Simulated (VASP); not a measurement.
# Ge (C222_1) in VASP: single point with PBEsol

Aim: the single point of Ge with PBEsol.

All numbers are computed with VASP 6.6.1; they aren't measurements. Logs are shortened: lines on timing, memory, paths and dates and some standing lists are left out, and cuts for length are marked.

### Step 1. The cell of the first run

Symmetry: C222_1, No. 20, orthorhombic system. Conventional cell: a = 3.997 Å, b = 6.923 Å, c = 6.596 Å, α = 90.00°, β = 90.00°, γ = 90.00°. Within 3.2 Å of Ge (site symmetry 1) lie 4 Ge at 2.45 to 2.47 Å.

### Step 2. Single point, PBEsol (atoms displaced along a vibrational mode)

File INCAR:

```
PREC = Accurate ; ENCUT = 520
EDIFF = 1E-6 ; ISMEAR = 0
SIGMA = 0.15 ; LREAL = False
LASPH = True ; NELM = 100
ALGO = Normal ; ISIF = 2
LWAVE = False ; LCHARG = False
GGA = PS ; NBANDS = 66
KPAR = 4
```

File KPOINTS:

```
Automatic mesh
0
Gamma
  10 6 6
```

File POSCAR:

```
Ge
1.0
   -3.9969482473      0.0000000000      0.0000000000
    0.0000000000      0.0000000000     -6.5963325278
    0.0000000000     -6.9229174395      0.0000000000
Ge
8
Direct
    0.0206407476      0.9370884642      0.3333333333
    0.5206407476      0.9370884642      0.8333333333
    0.4793592524      0.4370884642      0.1666666667
    0.9793592524      0.4370884642      0.6666666667
   -0.0206407476      0.5629115358      0.3333333333
    0.4793592524      0.5629115358      0.8333333333
    0.5206407476      0.0629115358      0.1666666667
    1.0206407476      0.0629115358      0.6666666667
```

Potentials or basis: VASP PAW PBE potentials, release 64 (Ge_d).

Launch:

```bash
cat potpaw_PBE.64/Ge_d/POTCAR > POTCAR
mpirun -np 4 vasp_std > vasp.out
```

OUTCAR:

```text
PREC = Accurate
   ENCUT = 520
   EDIFF = 1E-6
   ISMEAR = 0
   LREAL = False
   LASPH = True
   NELM = 100
   ISIF = 2
   GGA = PS

 ion  position               nearest neighbor table
   1  0.021  0.937  0.333-   7 2.45   7 2.45   8 2.45   5 2.47
   2  0.521  0.937  0.833-   8 2.45   8 2.45   7 2.45   6 2.47
   3  0.479  0.437  0.167-   5 2.45   5 2.45   6 2.45   7 2.47
   4  0.979  0.437  0.667-   6 2.45   6 2.45   5 2.45   8 2.47
   5  0.979  0.563  0.333-   3 2.45   3 2.45   4 2.45   1 2.47
   6  0.479  0.563  0.833-   4 2.45   4 2.45   3 2.45   2 2.47
   7  0.521  0.063  0.167-   1 2.45   1 2.45   2 2.45   3 2.47
   8  0.021  0.063  0.667-   2 2.45   2 2.45   1 2.45   4 2.47

  LATTYP: Found a simple orthorhombic cell.
 ALAT       =     3.9969482473
 B/A-ratio  =     1.6503422410
 C/A-ratio  =     1.7320508076

  Lattice vectors:

 A1 = (  -3.9969482473,   0.0000000000,   0.0000000000)
 A2 = (   0.0000000000,   0.0000000000,  -6.5963325278)
 A3 = (   0.0000000000,  -6.9229174395,   0.0000000000)

Analysis of symmetry for initial positions (statically):
=====================================================================
 Subroutine PRICEL returns following result:

  LATTYP: Found a hexagonal cell.
 ALAT       =     3.9969482473
 C/A-ratio  =     1.6503422411

  Lattice vectors:

 A1 = (  -1.9984741237,  -3.4614587197,   0.0000000000)
 A2 = (  -1.9984741237,   3.4614587198,   0.0000000000)
 A3 = (   0.0000000000,   0.0000000000,  -6.5963325278)

   2 primitive cells build up your supercell.

 Routine SETGRP: Setting up the symmetry group for a
 simple orthorhombic supercell.

 Subroutine GETGRP returns: Found  4 space group operations
 (whereof  2 operations were pure point group operations)
 out of a pool of  8 trial point group operations.

The static configuration has the point symmetry C_2 .
 The point group associated with its full space group is D_2 .

Analysis of symmetry for dynamics (positions and initial velocities):
=====================================================================
 Subroutine PRICEL returns following result:

  LATTYP: Found a hexagonal cell.
 ALAT       =     3.9969482473
 C/A-ratio  =     1.6503422411

  Lattice vectors:

 A1 = (  -1.9984741237,  -3.4614587197,   0.0000000000)
 A2 = (  -1.9984741237,   3.4614587198,   0.0000000000)
 A3 = (   0.0000000000,   0.0000000000,  -6.5963325278)

   2 primitive cells build up your supercell.

 Routine SETGRP: Setting up the symmetry group for a
 simple orthorhombic supercell.

 Subroutine GETGRP returns: Found  4 space group operations
 (whereof  2 operations were pure point group operations)
 out of a pool of  8 trial point group operations.

The dynamic configuration has the point symmetry C_2 .
 The point group associated with its full space group is D_2 .

 Subroutine INISYM returns: Found  4 space group operations
 (whereof  2 operations are pure point group operations),
 and found     2 'primitive' translations

----------------------------------------------------------------------------------------

                                     Primitive cell

  volume of cell :      91.2621

  direct lattice vectors                    reciprocal lattice vectors
    -1.998474124 -3.461458720  0.000000000    -0.250190880 -0.144447772  0.000000000
    -1.998474124  3.461458720  0.000000000    -0.250190880  0.144447772  0.000000000
     0.000000000  0.000000000 -6.596332528     0.000000000  0.000000000 -0.151599392

  length of vectors
     3.996948247  3.996948247  6.596332528     0.288895544  0.288895544  0.151599392

  position of ions in fractional coordinates (direct lattice)
     0.353974081  0.687307414  0.937088464
     0.646025919  0.312692586  0.437088464
     0.312692586  0.646025919  0.562911536
     0.687307414  0.353974081  0.062911536

  ion indices of the primitive-cell ions
   primitive index   ion index
                 1           1
                 2           4
                 3           5
                 4           8

----------------------------------------------------------------------------------------

 KPOINTS: Automatic mesh

Automatic generation of k-mesh.
 Grid dimensions read from file:
 generate k-points for:   10    6    6

 Generating k-lattice:

  Cartesian coordinates                     Fractional coordinates (reciprocal lattice)
    -0.025019088  0.000000000  0.000000000     0.100000000  0.000000000  0.000000000
     0.000000000  0.000000000 -0.025266565     0.000000000  0.166666667  0.000000000
     0.000000000 -0.024074629  0.000000000     0.000000000  0.000000000  0.166666667

  Length of vectors
     0.025019088  0.025266565  0.024074629

  Shift w.r.t. Gamma in fractional coordinates (k-lattice)
     0.000000000  0.000000000  0.000000000

 Subroutine IBZKPT returns following result:
 ===========================================

 Found     96 irreducible k-points:

 Following reciprocal coordinates:
            Coordinates               Weight
  0.000000  0.000000  0.000000      1.000000
  0.100000  0.000000  0.000000      2.000000
  0.200000  0.000000  0.000000      2.000000
  0.300000  0.000000  0.000000      2.000000
  0.400000  0.000000  0.000000      2.000000
  0.500000  0.000000  0.000000      1.000000
[... 16 lines left out ...]
  0.400000  0.500000  0.000000      2.000000
  0.500000  0.500000  0.000000      1.000000
 [... further k-points ...]
   k-points           NKPTS =     96   k-points in BZ     NKDIM =     96   number of bands    NBANDS=     66
   number of dos      NEDOS =    301   number of ions     NIONS =      8
   total plane-waves  NPLWV =  81000
   dimension x,y,z NGX =    30 NGY =   50 NGZ =   54
   dimension x,y,z NGXF=    60 NGYF=  100 NGZF=  108
   ions per type =               8
   NGX,Y,Z   is equivalent  to a cutoff of  12.48, 12.60, 12.97 a.u.
   NGXF,Y,Z  is equivalent  to a cutoff of  24.96, 25.20, 25.93 a.u.
 SYSTEM =  unknown system
   PREC   = accura    normal or accurate (medium, high low for compatibility)
   ISTART =      0    job   : 0-new  1-cont  2-samecut
   ICHARG =      2    charge: 1-file 2-atom 10-const
   ISPIN  =      1    spin polarized calculation?
   LNONCOLLINEAR =      F non collinear calculations
   LSORBIT =      F    spin-orbit coupling
   LASPH  =      T    aspherical Exc in radial PAW
   ENCUT  =  520.0 eV  38.22 Ry    6.18 a.u.   7.43 12.26 12.87*2*pi/ulx,y,z
   NELM   =    100;   NELMIN=  2; NELMDL= -5     # of ELM steps
   EDIFF  = 0.1E-05   stopping-criterion for ELM
   LREAL  =      F    real-space projection
   EDIFFG = 0.1E-04   stopping-criterion for IOM
   NSW    =      0    number of steps for IOM
   IBRION =     -1    ionic relax: 0-MD 1-quasi-New 2-CG
   NFREE  =      0    steps in history (QN), initial steepest desc. (CG)
   ISIF   =      2    stress and relaxation
   ISYM   =      2    0-nonsym 1-usesym 2-fastsym
   POTIM  = 0.5000    time-step for ionic-motion
   TEBEG  =    0.0;   TEEND  =   0.0 temperature during run
   PSTRESS=    0.0 pullay stress
   NELECT =     112.0000    total number of electrons
   NUPDOWN=      -1.0000    fix difference up-down
   EMIN   =  10.00;   EMAX   =-10.00  energy-range for DOS
   EFERMI =   0.00;   METHOD = LEGACY
   ISMEAR =     0;   SIGMA  =   0.15  broadening in eV -4-tet -1-fermi 0-gaus
   EFERMI_NEDOS =   21; number of points for ismear=-14 and -15
   IALGO  =     38    algorithm
   IMIX   =      4    mixing-type and parameters
     AMIX     =   0.40;   BMIX     =  1.00
     AMIX_MAG =   1.60;   BMIX_MAG =  1.00
  volume/ion in A,a.u.               =      22.82       153.97
  Fermi-wavevector in a.u.,A,eV,Ry     =   1.391150  2.628893 26.331349  1.935300
  Thomas-Fermi vector in A             =   2.515017
   LORBIT       =      0    0 simple, 1 ext, 2 COOP (PROOUT), +10 PAW based schemes
   GGA     = PS    functional components
   LHFCALC =     F    Hartree Fock is set to
   AEXX    =    0.0000 exact exchange contribution
   IVDW    =     0    specifies the selected vdW correction
   LEPSILON=     F    determine dielectric tensor
   LRPA    =     F    only Hartree local field effects (RPA)
 non-spin polarized calculation
 Gauss-broadening in eV      SIGMA  =   0.15
  energy-cutoff  :      520.00
  volume of cell :      182.52
 maximum number of plane-waves:      4956
 NGX is ok and might be reduce to    30
   NGX = 15   NGY = 25   NGZ = 25

 number of electron     112.0000014 magnetization

 Free energy of the ion-electron system (eV)
  ---------------------------------------------------
  ext. energy  EPLUGINS =         0.00000000
  ---------------------------------------------------
  free energy    TOTEN  =       -39.34991817 eV

  energy without entropy =      -39.34723441  energy(sigma->0) =      -39.34857629

 E-fermi :   4.8663     XC(G=0): -10.0894

 val. band max:        4.8045815396   @ k =   0.0000   0.0000   0.0000
 cond. band min:       4.8882944542   @ k =   0.0000   0.1667   0.0000
 fundamental gap:      0.0837129146
 Fermi energy:         4.8662880966

 k-point     1 :       0.0000    0.0000    0.0000
  band No.  band energies     occupation
      1     -20.0202      2.00000
      2     -20.0153      2.00000
      3     -20.0104      2.00000
      4     -20.0059      2.00000
      5     -20.0056      2.00000
      6     -19.9892      2.00000
[... 58 lines left out ...]
     65       8.4522      0.00000
     66       9.1564      0.00000

 k-point     2 :       0.1000    0.0000    0.0000
  band No.  band energies     occupation
      1     -20.0209      2.00000
      2     -20.0193      2.00000
      3     -20.0110      2.00000
      4     -20.0108      2.00000
      5     -20.0077      2.00000
      6     -19.9955      2.00000
[... 58 lines left out ...]
     65       9.2930      0.00000
     66       9.3263      0.00000

 k-point     3 :       0.2000    0.0000    0.0000
  band No.  band energies     occupation
      1     -20.0275      2.00000
      2     -20.0206      2.00000
      3     -20.0186      2.00000
      4     -20.0128      2.00000
      5     -20.0123      2.00000
      6     -20.0043      2.00000
[... 1438 lines left out ...]
     65       9.3850      0.00000
     66       9.3850      0.00000

 k-point    24 :       0.5000    0.5000    0.0000
  band No.  band energies     occupation
      1     -20.0169      2.00000
      2     -20.0169      2.00000
      3     -20.0169      2.00000
      4     -20.0169      2.00000
      5     -19.9975      2.00000
      6     -19.9975      2.00000
[... 58 lines left out ...]
     65       9.5222      0.00000
     66       9.5222      0.00000

 [... further k-points ...]

------------------------ aborting loop because EDIFF is reached ----------------------------------------

  FORCE on cell =-STRESS in cart. coord.  units (eV):
  Direction    XX          YY          ZZ          XY          YZ          ZX
  --------------------------------------------------------------------------------------
  -------------------------------------------------------------------------------------
  Total       -0.0808098     -0.0005033     -0.3584142      0.0000000      0.0000000      0.0000000
  in kB       -0.7093397     -0.0044178     -3.1461224      0.0000000      0.0000000      0.0000000
  external PRESSURE =      -1.2866267 kB  Pullay stress =       0.0000000 kB

 VOLUME and BASIS-vectors are now :
 -----------------------------------------------------------------------------
  energy-cutoff  :      520.00
  volume of cell :      182.52
      direct lattice vectors                 reciprocal lattice vectors
    -3.996948247  0.000000000  0.000000000    -0.250190880  0.000000000  0.000000000
     0.000000000  0.000000000 -6.596332528     0.000000000  0.000000000 -0.151599392
     0.000000000 -6.922917439  0.000000000     0.000000000 -0.144447772  0.000000000

 POSITION                                       TOTAL-FORCE (eV/Angst)
 -----------------------------------------------------------------------------------
     -0.08250     -2.30764     -6.18135         0.058692     -0.003434      0.027603
     -2.08097     -5.76910     -6.18135         0.058692     -0.003434      0.027603
     -1.91597     -1.15382     -2.88318        -0.058692      0.003434      0.027603
     -3.91445     -4.61528     -2.88318        -0.058692      0.003434      0.027603
     -3.91445     -2.30764     -3.71315        -0.058692     -0.003434     -0.027603
     -1.91597     -5.76910     -3.71315        -0.058692     -0.003434     -0.027603
     -2.08097     -1.15382     -0.41499         0.058692      0.003434     -0.027603
     -0.08250     -4.61528     -0.41499         0.058692      0.003434     -0.027603
 -----------------------------------------------------------------------------------
    total drift:                                0.000000      0.000000      0.000003

  FREE ENERGIE OF THE ION-ELECTRON SYSTEM (eV)
  ---------------------------------------------------
  free  energy   TOTEN  =       -39.3499181734 eV

  energy  without entropy=      -39.3472344060  energy(sigma->0) =      -39.34857629
```

Wall time 7 min (4 MPI ranks of Oxide Virtual Turin-like, shared host); peak memory 0.78 GiB.

Results:

```yaml
Free_energy: -39.3499 eV
Pressure: -0.1 GPa
Largest_force: 0.065 eV/Å
Band_gap_on_the_k_mesh: 0.08 eV
```

Forces in eV/Å, atoms in the order of the input:
```
Ge   0.059 -0.003  0.028
Ge   0.059 -0.003  0.028
Ge  -0.059  0.003  0.028
Ge  -0.059  0.003  0.028
Ge  -0.059 -0.003 -0.028
Ge  -0.059 -0.003 -0.028
Ge   0.059  0.003 -0.028
Ge   0.059  0.003 -0.028
```

Stress tensor (GPa, compression positive):
```
-0.07  0.00  0.00
 0.00  0.00  0.00
 0.00  0.00 -0.31
```

Caveat: the cell differs from its parent crystal (atoms displaced along a vibrational mode); the PAW data sets were made with another functional, which shifts forces and pressure a little. A k mesh can miss the band edges.
